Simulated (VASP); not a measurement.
# Si (P1) in VASP: single point with PBE

Aim: the single point of Si with PBE.

All numbers are computed with VASP 6.6.1; they aren't measurements. Logs are shortened: lines on timing, memory, paths and dates and some standing lists are left out, and cuts for length are marked.

**1. The cell of the first run**

The typed cell holds 8 atoms: a = 5.431 Å, b = 5.431 Å, c = 5.431 Å, α = 90.00°, β = 90.00°, γ = 90.00°.

**2. Single point, PBE**

INCAR

```
ALGO = Normal
EDIFF = 1E-6
ENCUT = 520
GGA = PE
ISIF = 2
ISMEAR = 0
LASPH = True
LCHARG = True
LELF = True
LREAL = False
LVHAR = True
LWAVE = False
NBANDS = 26
NELM = 60
PREC = Accurate
SIGMA = 0.01
```

KPOINTS

```
k-points
0
Gamma
  1 1 1
```

POSCAR

```
Si
1.0
    5.4310000000      0.0000000000      0.0000000000
    0.0000000000      5.4310000000      0.0000000000
    0.0000000000      0.0000000000      5.4310000000
Si
8
Direct
    0.0098960000     -0.0001610000      0.0000660000
   -0.0001030000      0.4900500000      0.4998610000
    0.5001920000      0.0000700000      0.5149180000
    0.4998250000      0.5001350000      0.0001590000
    0.2499350000      0.2598430000      0.2501910000
    0.2501580000      0.7499850000      0.7398440000
    0.7601010000      0.2501880000      0.7499210000
    0.7499480000      0.7501480000      0.2501000000
```

Potentials or basis: VASP PAW PBE potentials, release 64 (Si).

Started as:

```
$ cat potpaw_PBE.64/Si/POTCAR > POTCAR
$ mpirun -np 1 vasp_gam > vasp.out
```

OUTCAR:

```text
EDIFF = 1E-6
   ENCUT = 520
   GGA = PE
   ISIF = 2
   ISMEAR = 0
   LASPH = True
   LREAL = False
   NELM = 60
   PREC = Accurate

 ion  position               nearest neighbor table
   1  0.010  1.000  0.000-   7 2.35   5 2.35   6 2.35   8 2.38
   2  1.000  0.490  0.500-   7 2.29   5 2.29   6 2.35   8 2.38
   3  0.500  0.000  0.515-   6 2.28   7 2.34   8 2.40   5 2.43
   4  0.500  0.500  0.000-   5 2.32   8 2.35   6 2.38   7 2.38
   5  0.250  0.260  0.250-   2 2.29   4 2.32   1 2.35   3 2.43
   6  0.250  0.750  0.740-   3 2.28   2 2.35   1 2.35   4 2.38
   7  0.760  0.250  0.750-   2 2.29   3 2.34   1 2.35   4 2.38
   8  0.750  0.750  0.250-   4 2.35   1 2.38   2 2.38   3 2.40

  LATTYP: Found a simple cubic cell.
 ALAT       =     5.4310000000

  Lattice vectors:

 A1 = (   5.4310000000,   0.0000000000,   0.0000000000)
 A2 = (   0.0000000000,   5.4310000000,   0.0000000000)
 A3 = (   0.0000000000,   0.0000000000,   5.4310000000)

Analysis of symmetry for initial positions (statically):
=====================================================================
 Subroutine PRICEL returns:
 Original cell was already a primitive cell.

 Routine SETGRP: Setting up the symmetry group for a
 simple cubic supercell.

 Subroutine GETGRP returns: Found  1 space group operations
 (whereof  1 operations were pure point group operations)
 out of a pool of 48 trial point group operations.

The static configuration has the point symmetry C_1 .

Analysis of symmetry for dynamics (positions and initial velocities):
=====================================================================
 Subroutine PRICEL returns:
 Original cell was already a primitive cell.

 Routine SETGRP: Setting up the symmetry group for a
 simple cubic supercell.

 Subroutine GETGRP returns: Found  1 space group operations
 (whereof  1 operations were pure point group operations)
 out of a pool of 48 trial point group operations.

The dynamic configuration has the point symmetry C_1 .

 Subroutine INISYM returns: Found  1 space group operations
 (whereof  1 operations are pure point group operations),
 and found     1 'primitive' translations

----------------------------------------------------------------------------------------

                                     Primitive cell

  volume of cell :     160.1915

  direct lattice vectors                    reciprocal lattice vectors
     5.431000000  0.000000000  0.000000000     0.184128153  0.000000000  0.000000000
     0.000000000  5.431000000  0.000000000     0.000000000  0.184128153  0.000000000
     0.000000000  0.000000000  5.431000000     0.000000000  0.000000000  0.184128153

  length of vectors
     5.431000000  5.431000000  5.431000000     0.184128153  0.184128153  0.184128153

  position of ions in fractional coordinates (direct lattice)
     0.009896000  0.999839000  0.000066000
     0.999897000  0.490050000  0.499861000
     0.500192000  0.000070000  0.514918000
     0.499825000  0.500135000  0.000159000
     0.249935000  0.259843000  0.250191000
     0.250158000  0.749985000  0.739844000
     0.760101000  0.250188000  0.749921000
     0.749948000  0.750148000  0.250100000

  ion indices of the primitive-cell ions
   primitive index   ion index
                 1           1
                 2           2
                 3           3
                 4           4
                 5           5
                 6           6
                 7           7
                 8           8

----------------------------------------------------------------------------------------

 KPOINTS: k-points

Automatic generation of k-mesh.
 Grid dimensions read from file:
 generate k-points for:    1    1    1

 Generating k-lattice:

  Cartesian coordinates                     Fractional coordinates (reciprocal lattice)
     0.184128153  0.000000000  0.000000000     1.000000000  0.000000000  0.000000000
     0.000000000  0.184128153  0.000000000     0.000000000  1.000000000  0.000000000
     0.000000000  0.000000000  0.184128153     0.000000000  0.000000000  1.000000000

  Length of vectors
     0.184128153  0.184128153  0.184128153

  Shift w.r.t. Gamma in fractional coordinates (k-lattice)
     0.000000000  0.000000000  0.000000000

 Subroutine IBZKPT returns following result:
 ===========================================

 Found      1 irreducible k-points:

 Following reciprocal coordinates:
            Coordinates               Weight
  0.000000  0.000000  0.000000      1.000000
   k-points           NKPTS =      1   k-points in BZ     NKDIM =      1   number of bands    NBANDS=     26
   number of dos      NEDOS =    301   number of ions     NIONS =      8
   total plane-waves  NPLWV =  64000
   dimension x,y,z NGX =    40 NGY =   40 NGZ =   40
   dimension x,y,z NGXF=    80 NGYF=   80 NGZF=   80
   ions per type =               8
   NGX,Y,Z   is equivalent  to a cutoff of  12.24, 12.24, 12.24 a.u.
   NGXF,Y,Z  is equivalent  to a cutoff of  24.49, 24.49, 24.49 a.u.
 SYSTEM =  unknown system
   PREC   = accura    normal or accurate (medium, high low for compatibility)
   ISTART =      0    job   : 0-new  1-cont  2-samecut
   ICHARG =      2    charge: 1-file 2-atom 10-const
   ISPIN  =      1    spin polarized calculation?
   LNONCOLLINEAR =      F non collinear calculations
   LSORBIT =      F    spin-orbit coupling
   LASPH  =      T    aspherical Exc in radial PAW
   ENCUT  =  520.0 eV  38.22 Ry    6.18 a.u.  10.10 10.10 10.10*2*pi/ulx,y,z
   NELM   =     60;   NELMIN=  2; NELMDL= -5     # of ELM steps
   EDIFF  = 0.1E-05   stopping-criterion for ELM
   LREAL  =      F    real-space projection
   EDIFFG = 0.1E-04   stopping-criterion for IOM
   NSW    =      0    number of steps for IOM
   IBRION =     -1    ionic relax: 0-MD 1-quasi-New 2-CG
   NFREE  =      0    steps in history (QN), initial steepest desc. (CG)
   ISIF   =      2    stress and relaxation
   ISYM   =      2    0-nonsym 1-usesym 2-fastsym
   POTIM  = 0.5000    time-step for ionic-motion
   TEBEG  =    0.0;   TEEND  =   0.0 temperature during run
   PSTRESS=    0.0 pullay stress
   NELECT =      32.0000    total number of electrons
   NUPDOWN=      -1.0000    fix difference up-down
   EMIN   =  10.00;   EMAX   =-10.00  energy-range for DOS
   EFERMI =   0.00;   METHOD = LEGACY
   ISMEAR =     0;   SIGMA  =   0.01  broadening in eV -4-tet -1-fermi 0-gaus
   EFERMI_NEDOS =   21; number of points for ismear=-14 and -15
   IALGO  =     38    algorithm
   IMIX   =      4    mixing-type and parameters
     AMIX     =   0.40;   BMIX     =  1.00
     AMIX_MAG =   1.60;   BMIX_MAG =  1.00
  volume/ion in A,a.u.               =      20.02       135.13
  Fermi-wavevector in a.u.,A,eV,Ry     =   0.956999  1.808467 12.460868  0.915848
  Thomas-Fermi vector in A             =   2.085978
   LORBIT       =      0    0 simple, 1 ext, 2 COOP (PROOUT), +10 PAW based schemes
   GGA     = PE    functional components
   LHFCALC =     F    Hartree Fock is set to
   AEXX    =    0.0000 exact exchange contribution
   IVDW    =     0    specifies the selected vdW correction
   LEPSILON=     F    determine dielectric tensor
   LRPA    =     F    only Hartree local field effects (RPA)
 non-spin polarized calculation
 Gauss-broadening in eV      SIGMA  =   0.01
  energy-cutoff  :      520.00
  volume of cell :      160.19
 maximum number of plane-waves:      2169
   NGX = 21   NGY = 21   NGZ = 21

 number of electron      32.0000003 magnetization

 Free energy of the ion-electron system (eV)
  ---------------------------------------------------
  ext. energy  EPLUGINS =         0.00000000
  ---------------------------------------------------
  free energy    TOTEN  =       -33.06704809 eV

  energy without entropy =      -33.06704809  energy(sigma->0) =      -33.06704809

 E-fermi :   6.4086     XC(G=0):  -9.1986

 val. band max:        6.3205870819   @ k =   0.0000   0.0000   0.0000
 cond. band min:       6.5884324789   @ k =   0.0000   0.0000   0.0000
 fundamental gap:      0.2678453970
 Fermi energy:         6.4085770423

 k-point     1 :       0.0000    0.0000    0.0000
  band No.  band energies     occupation
      1      -5.8859      2.00000
      2      -1.9265      2.00000
      3      -1.8386      2.00000
      4      -1.7377      2.00000
      5      -1.6745      2.00000
      6      -1.5941      2.00000
[... 18 lines left out ...]
     25       8.7066      0.00000
     26       9.5223      0.00000

------------------------ aborting loop because EDIFF is reached ----------------------------------------

  FORCE on cell =-STRESS in cart. coord.  units (eV):
  Direction    XX          YY          ZZ          XY          YZ          ZX
  --------------------------------------------------------------------------------------
  -------------------------------------------------------------------------------------
  Total       10.9169225     10.6088951     10.8040613      1.4680295     -0.0707532     -1.0663112
  in kB      109.1871176    106.1063388    108.0583202     14.6827006     -0.7076482    -10.6648597
  external PRESSURE =     107.7839255 kB  Pullay stress =       0.0000000 kB

 VOLUME and BASIS-vectors are now :
 -----------------------------------------------------------------------------
  energy-cutoff  :      520.00
  volume of cell :      160.19
      direct lattice vectors                 reciprocal lattice vectors
     5.431000000  0.000000000  0.000000000     0.184128153  0.000000000  0.000000000
     0.000000000  5.431000000  0.000000000     0.000000000  0.184128153  0.000000000
     0.000000000  0.000000000  5.431000000     0.000000000  0.000000000  0.184128153

 POSITION                                       TOTAL-FORCE (eV/Angst)
 -----------------------------------------------------------------------------------
      0.05375      5.43013      0.00036         0.178811     -0.079555     -0.001769
      5.43044      2.66146      2.71475        -0.315901      0.864619     -0.588425
      2.71654      0.00038      2.79652         0.322003      0.747866     -0.869486
      2.71455      2.71623      0.00086         0.208349      0.346009     -0.734032
      1.35740      1.41121      1.35879         0.494017     -0.782566      0.370045
      1.35861      4.07317      4.01809        -0.445517     -0.924647      0.538761
      4.12811      1.35877      4.07282        -0.234086     -0.314696      0.964202
      4.07297      4.07405      1.35829        -0.207676      0.142969      0.320705
 -----------------------------------------------------------------------------------
    total drift:                                0.000047     -0.000004     -0.000028

  FREE ENERGIE OF THE ION-ELECTRON SYSTEM (eV)
  ---------------------------------------------------
  free  energy   TOTEN  =       -33.0670480900 eV

  energy  without entropy=      -33.0670480900  energy(sigma->0) =      -33.06704809
```

Run time: 20 s. Hardware: 1 thread of AMD EPYC 7R13, shared host; peak memory 0.18 GiB.

What came out:

* Free energy: -33.0670 eV
* Pressure: 10.8 GPa
* Largest force: 1.191 eV/Å
* Band gap on the k mesh: 0.27 eV

Forces on the atoms (eV/Å):
```
Si   0.179 -0.080 -0.002
Si  -0.316  0.865 -0.588
Si   0.322  0.748 -0.869
Si   0.208  0.346 -0.734
Si   0.494 -0.783  0.370
Si  -0.446 -0.925  0.539
Si  -0.234 -0.315  0.964
Si  -0.208  0.143  0.321
```

Levels at points of the mesh, in eV from the valence-band top:
```
           k point  band 14  band 15  band 16  band 17  band 18  band 19
(0.00, 0.00, 0.00)    -0.39    -0.17     0.00     0.27     0.34     0.40
```

Caveat: the k points lie up to 1.16 Å⁻¹ apart; forces of over 1 eV/Å act on the atoms, so gaps and moduli don't describe the material at rest. A k mesh can miss the band edges.
